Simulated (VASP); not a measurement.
# C (P6_3/mmc) in VASP: notebook

C is run at these levels: r2SCAN; tasks: single point, relaxation of shape and atoms at fixed volume.

All numbers are computed with VASP 6.6.1; they aren't measurements. Logs are shortened: lines on timing, memory, paths and dates and some standing lists are left out, and cuts for length are marked.

## (1) The cell of the first run

Symmetry: P6_3/mmc, No. 194, hexagonal system. The conventional cell has a = 2.458 Å, b = 2.458 Å, c = 8.262 Å, α = 90.00°, β = 90.00°, γ = 120.00°. Within 1.9 Å of C (site symmetry -6m2) lie 3 C at 1.42 Å. Within 1.9 Å of C (site symmetry -6m2) lie 3 C at 1.42 Å.

## (2) Single point, r2SCAN

File POSCAR:

```
C
1.0
    2.4580645613      0.0000000000      0.0000000000
   -1.2290322807      2.1287463542      0.0000000000
    0.0000000000      0.0000000000      8.2621456816
C
4
Direct
    0.0000000000      0.0000000000      0.2500000000
    0.0000000000      0.0000000000      0.7500000000
    0.3333333333      0.6666666667      0.2500000000
    0.6666666667      0.3333333333      0.7500000000
```

File INCAR.step1:

```
SYSTEM = C
ALGO = Normal ; EDIFF = 1E-4
ENCUT = 520 ; GGA = PE
ISMEAR = 0 ; LASPH = .TRUE.
LCHARG = .FALSE. ; LREAL = .FALSE.
LWAVE = .TRUE. ; NBANDS = 16
NELM = 100 ; PREC = Accurate
SIGMA = 0.05
```

File INCAR.step2:

```
SYSTEM = C
ALGO = Normal ; EDIFF = 1E-6
ENCUT = 520 ; ISIF = 2
ISMEAR = 0 ; ISTART = 1
LASPH = .TRUE. ; LCHARG = .FALSE.
LMIXTAU = .TRUE. ; LREAL = .FALSE.
LWAVE = .FALSE. ; METAGGA = R2SCAN
NBANDS = 16 ; NELM = 100
PREC = Accurate ; SIGMA = 0.05
```

File KPOINTS:

```
k-points
0
G
  10 10 4
  0 0 0
```

Potentials or basis: VASP PAW PBE potentials, release 64 (C).

Started as:

```sh
$ cat potpaw_PBE.64/C/POTCAR > POTCAR
$ cp INCAR.step1 INCAR
$ mpirun -np 1 vasp_std > vasp.out
$ cp INCAR.step2 INCAR
$ mpirun -np 1 vasp_std > vasp.out
```

OUTCAR:

```text
SYSTEM = C
   EDIFF = 1E-6
   ENCUT = 520
   ISIF = 2
   ISMEAR = 0
   ISTART = 1
   LASPH = .TRUE.
   LREAL = .FALSE.
   METAGGA = R2SCAN
   NELM = 100
   PREC = Accurate

 ion  position               nearest neighbor table
   1  0.000  0.000  0.250-   3 1.42   3 1.42   3 1.42
   2  0.000  0.000  0.750-   4 1.42   4 1.42   4 1.42
   3  0.333  0.667  0.250-   1 1.42   1 1.42   1 1.42
   4  0.667  0.333  0.750-   2 1.42   2 1.42   2 1.42

  LATTYP: Found a hexagonal cell.
 ALAT       =     2.4580645613
 C/A-ratio  =     3.3612403074

  Lattice vectors:

 A1 = (   2.4580645613,   0.0000000000,   0.0000000000)
 A2 = (  -1.2290322807,   2.1287463542,   0.0000000000)
 A3 = (   0.0000000000,   0.0000000000,   8.2621456816)

Analysis of symmetry for initial positions (statically):
=====================================================================
 Subroutine PRICEL returns:
 Original cell was already a primitive cell.

 Routine SETGRP: Setting up the symmetry group for a
 hexagonal supercell.

 Subroutine GETGRP returns: Found 24 space group operations
 (whereof 12 operations were pure point group operations)
 out of a pool of 24 trial point group operations.

The static configuration has the point symmetry D_3d.
 The point group associated with its full space group is D_6h.

Analysis of symmetry for dynamics (positions and initial velocities):
=====================================================================
 Subroutine PRICEL returns:
 Original cell was already a primitive cell.

 Routine SETGRP: Setting up the symmetry group for a
 hexagonal supercell.

 Subroutine GETGRP returns: Found 24 space group operations
 (whereof 12 operations were pure point group operations)
 out of a pool of 24 trial point group operations.

The dynamic configuration has the point symmetry D_3d.
 The point group associated with its full space group is D_6h.

 Subroutine INISYM returns: Found 24 space group operations
 (whereof 12 operations are pure point group operations),
 and found     1 'primitive' translations

----------------------------------------------------------------------------------------

                                     Primitive cell
[... 92 lines left out ...]
   LASPH  =      T    aspherical Exc in radial PAW
   ENCUT  =  520.0 eV  38.22 Ry    6.18 a.u.   4.57  4.57 15.36*2*pi/ulx,y,z
   NELM   =    100;   NELMIN=  2; NELMDL=  0     # of ELM steps
   EDIFF  = 0.1E-05   stopping-criterion for ELM
   LREAL  =      F    real-space projection
   EDIFFG = 0.1E-04   stopping-criterion for IOM
   NSW    =      0    number of steps for IOM
   IBRION =     -1    ionic relax: 0-MD 1-quasi-New 2-CG
   NFREE  =      0    steps in history (QN), initial steepest desc. (CG)
   ISIF   =      2    stress and relaxation
   ISYM   =      2    0-nonsym 1-usesym 2-fastsym
   POTIM  = 0.5000    time-step for ionic-motion
   TEBEG  =    0.0;   TEEND  =   0.0 temperature during run
   PSTRESS=    0.0 pullay stress
   NELECT =      16.0000    total number of electrons
   NUPDOWN=      -1.0000    fix difference up-down
   EMIN   =  10.00;   EMAX   =-10.00  energy-range for DOS
   EFERMI =   0.00;   METHOD = LEGACY
   ISMEAR =     0;   SIGMA  =   0.05  broadening in eV -4-tet -1-fermi 0-gaus
   EFERMI_NEDOS =   21; number of points for ismear=-14 and -15
   IALGO  =     38    algorithm
   IMIX   =      4    mixing-type and parameters
     AMIX     =   0.40;   BMIX     =  1.00
     AMIX_MAG =   1.60;   BMIX_MAG =  1.00
  volume/ion in A,a.u.               =      10.81        72.94
  Fermi-wavevector in a.u.,A,eV,Ry     =   1.175380  2.221145 18.796682  1.381517
  Thomas-Fermi vector in A             =   2.311761
   LORBIT       =      0    0 simple, 1 ext, 2 COOP (PROOUT), +10 PAW based schemes
   METAGGA = R2SCAN    functional components
   LHFCALC =     F    Hartree Fock is set to
   AEXX    =    0.0000 exact exchange contribution
   IVDW    =     0    specifies the selected vdW correction
   LEPSILON=     F    determine dielectric tensor
   LRPA    =     F    only Hartree local field effects (RPA)
 non-spin polarized calculation
 Gauss-broadening in eV      SIGMA  =   0.05
  energy-cutoff  :      520.00
  volume of cell :       43.23
 maximum number of plane-waves:      1190
   NGX =  9   NGY =  9   NGZ = 31

 number of electron      15.9999995 magnetization

 Free energy of the ion-electron system (eV)
  ---------------------------------------------------
  ext. energy  EPLUGINS =         0.00000000
  ---------------------------------------------------
  free energy    TOTEN  =       -39.73331697 eV

  energy without entropy =      -39.73331697  energy(sigma->0) =      -39.73331697

 E-fermi :   2.3350     XC(G=0):  -9.6442

 val. band max:        2.0663929444   @ k =   0.3000   0.3000   0.0000
 cond. band min:       4.0188876926   @ k =   0.3000   0.3000   0.0000
 fundamental gap:      1.9524947481
 Fermi energy:         2.3350279192

 k-point     1 :       0.0000    0.0000    0.0000
  band No.  band energies     occupation
      1     -17.8514      2.00000
      2     -17.8041      2.00000
      3      -5.4063      2.00000
      4      -4.8009      2.00000
      5      -0.2202      2.00000
      6      -0.2202      2.00000
[... 433 lines left out ...]
      3     -10.1833      2.00000
      4     -10.1672      2.00000
      5      -4.5513      2.00000
      6      -4.5452      2.00000
[... 8 lines left out ...]
     15      16.0012      0.00000
     16      17.0223      0.00000

 [... further k-points ...]

------------------------ aborting loop because EDIFF is reached ----------------------------------------

  FORCE on cell =-STRESS in cart. coord.  units (eV):
  Direction    XX          YY          ZZ          XY          YZ          ZX
  --------------------------------------------------------------------------------------
  -------------------------------------------------------------------------------------
  Total       -0.0037054     -0.0037054     -0.2664634      0.0000000      0.0000000      0.0000000
  in kB       -0.1373188     -0.1373188     -9.8750219      0.0000000      0.0000000      0.0000000
  external PRESSURE =      -3.3832199 kB  Pullay stress =       0.0000000 kB

 VOLUME and BASIS-vectors are now :
 -----------------------------------------------------------------------------
  energy-cutoff  :      520.00
  volume of cell :       43.23
      direct lattice vectors                 reciprocal lattice vectors
     2.458064561  0.000000000  0.000000000     0.406824140  0.234880026  0.000000000
    -1.229032281  2.128746354  0.000000000     0.000000000  0.469760053  0.000000000
     0.000000000  0.000000000  8.262145682     0.000000000  0.000000000  0.121033935

 POSITION                                       TOTAL-FORCE (eV/Angst)
 -----------------------------------------------------------------------------------
      0.00000      0.00000      2.06554         0.000000     -0.000000     -0.000000
      0.00000      0.00000      6.19661        -0.000000      0.000000     -0.000000
     -0.00000      1.41916      2.06554        -0.000000      0.000000      0.000000
      1.22903      0.70958      6.19661         0.000000      0.000000      0.000000
 -----------------------------------------------------------------------------------
    total drift:                                0.000000     -0.000000      0.000000

  FREE ENERGIE OF THE ION-ELECTRON SYSTEM (eV)
  ---------------------------------------------------
  free  energy   TOTEN  =       -39.7333169747 eV

  energy  without entropy=      -39.7333169747  energy(sigma->0) =      -39.73331697
```

OSZICAR.step1:

```text
N       E                     dE             d eps       ncg     rms          rms(c)
DAV:   1     0.409572939543E+02    0.40957E+02   -0.76342E+03  1360   0.897E+02
DAV:   2    -0.359918684558E+02   -0.76949E+02   -0.68066E+02  1864   0.185E+02
DAV:   3    -0.394363289955E+02   -0.34445E+01   -0.34226E+01  1848   0.377E+01
DAV:   4    -0.394717401533E+02   -0.35411E-01   -0.35388E-01  1608   0.462E+00
DAV:   5    -0.394723786937E+02   -0.63854E-03   -0.63852E-03  1784   0.594E-01    0.904E+00
DAV:   6    -0.375545284641E+02    0.19179E+01   -0.13888E+00  1552   0.704E+00    0.530E+00
DAV:   7    -0.368979931651E+02    0.65654E+00   -0.17547E+00  1600   0.798E+00    0.147E+00
DAV:   8    -0.369107032654E+02   -0.12710E-01   -0.65672E-02  1576   0.150E+00    0.219E-01
DAV:   9    -0.369100514648E+02    0.65180E-03   -0.12439E-03  1776   0.237E-01    0.114E-01
DAV:  10    -0.369103750870E+02   -0.32362E-03   -0.10068E-03  1472   0.193E-01    0.650E-02
DAV:  11    -0.369103768632E+02   -0.17762E-05   -0.20408E-05  1344   0.309E-02
   1 F= -.36910377E+02 E0= -.36910377E+02  d E =-.295112E-15
```

Wall time 59 s (1 thread of Intel Xeon Platinum 8559C (Emerald Rapids), shared host); peak memory 0.15 GiB.

What came out:

| Item | Value |
| --- | --- |
| Free energy | -39.7333 eV |
| Pressure | -0.3 GPa |
| Band gap on the k mesh | 1.95 eV, direct |

Stress tensor (GPa, compression positive):
```
-0.01  0.00  0.00
 0.00 -0.01  0.00
 0.00  0.00 -0.99
```

Caveat: the PAW data sets were made with another functional, which shifts forces and pressure a little. r2SCAN opens gaps a little over a GGA but as a rule still falls short of measured ones.

## (3) Relaxation of shape and atoms at fixed volume, r2SCAN

This run uses another cell than the first one, of 9.28 Å³/atom, 0.858 times its volume.

File POSCAR:

```
C
1.0
    2.4491965944      0.0000000000      0.0000000000
   -1.2245982972      2.1210664696      0.0000000000
    0.0000000000      0.0000000000      7.1428858219
C
4
Direct
    0.0000000000      0.0000000000      0.2500000000
    0.0000000000      0.0000000000      0.7500000000
    0.3333333333      0.6666666667      0.2500000000
    0.6666666667      0.3333333333      0.7500000000
```

File INCAR.step1:

```
SYSTEM = C
PREC = Accurate
ENCUT = 600
ISMEAR = 0
SIGMA = 0.05
LREAL = .FALSE.
LASPH = .TRUE.
NELM = 80
GGA = PE
ALGO = Normal
EDIFF = 1E-4
LWAVE = .TRUE.
LCHARG = .FALSE.
```

File INCAR.step2:

```
SYSTEM = C
PREC = Accurate
ENCUT = 600
EDIFF = 1E-6
ISMEAR = 0
SIGMA = 0.05
LREAL = .FALSE.
LASPH = .TRUE.
NELM = 80
ALGO = Normal
ISIF = 4
LWAVE = .FALSE.
LCHARG = .FALSE.
METAGGA = R2SCAN
LMIXTAU = .TRUE.
IBRION = 2
NSW = 60
EDIFFG = -0.01
ISTART = 1
```

File KPOINTS:

```
regular mesh
0
G
  10 10 4
  0 0 0
```

Potentials or basis: VASP PAW PBE potentials, release 64 (C).

Started as:

```sh
$ cat potpaw_PBE.64/C/POTCAR > POTCAR
$ cp INCAR.step1 INCAR
$ mpirun -np 1 vasp_std > vasp.out
$ cp INCAR.step2 INCAR
$ mpirun -np 1 vasp_std > vasp.out
```

Wall time 2 min (1 thread of Intel Xeon Platinum 8559C (Emerald Rapids), shared host); peak memory 0.16 GiB.

The run converged. Its results:

```yaml
Free_energy: -39.7733 eV
Energy_gained_by_relaxing: 0.8 meV/atom
Ionic_steps: 3
Pressure_after_relaxing: -0.4 GPa
Band_gap_on_the_k_mesh: 1.55 eV, direct
```

The path:
| step | energy change (eV) | largest force (eV/Å) | pressure (GPa) | volume (Å³) |
| --- | --- | --- | --- | --- |
| 1 | 0.0000 | 0.0000 | 2.31 | 37.11 |
| 2 | -0.0032 | 0.0000 | -0.92 | 37.11 |
| 3 | -0.0034 | 0.0000 | -0.41 | 37.11 |

Final structure:
```
CELL_PARAMETERS angstrom
2.45752 0.00000 0.00000
-1.22876 2.12827 0.00000
0.00000 0.00000 7.09459
ATOMIC_POSITIONS crystal
C 0.00000 0.00000 0.25000
C 0.00000 0.00000 0.75000
C 0.33333 0.66667 0.25000
C 0.66667 0.33333 0.75000
```

Levels at points of the mesh, in eV from the valence-band top:
| k point | band 4 | band 5 | band 6 | band 7 | band 8 | band 9 | band 10 | band 11 | band 12 |
| --- | --- | --- | --- | --- | --- | --- | --- | --- | --- |
| (0.00, 0.00, 0.00) | -6.61 | -2.52 | -2.52 | -2.51 | -2.51 | 4.68 | 9.40 | 9.40 | 9.44 |
| (0.50, 0.00, 0.00) | -13.34 | -6.14 | -6.10 | -2.12 | -1.60 | 2.30 | 2.89 | 8.32 | 8.59 |
| (0.00, 0.00, 0.50) | -7.43 | -2.51 | -2.51 | -2.51 | -2.51 | 7.02 | 7.02 | 9.42 | 9.42 |
| (0.50, 0.00, 0.50) | -13.37 | -6.12 | -6.12 | -1.83 | -1.83 | 2.47 | 2.47 | 8.46 | 8.46 |

Caveat: the PAW data sets were made with another functional, which shifts forces and pressure a little.
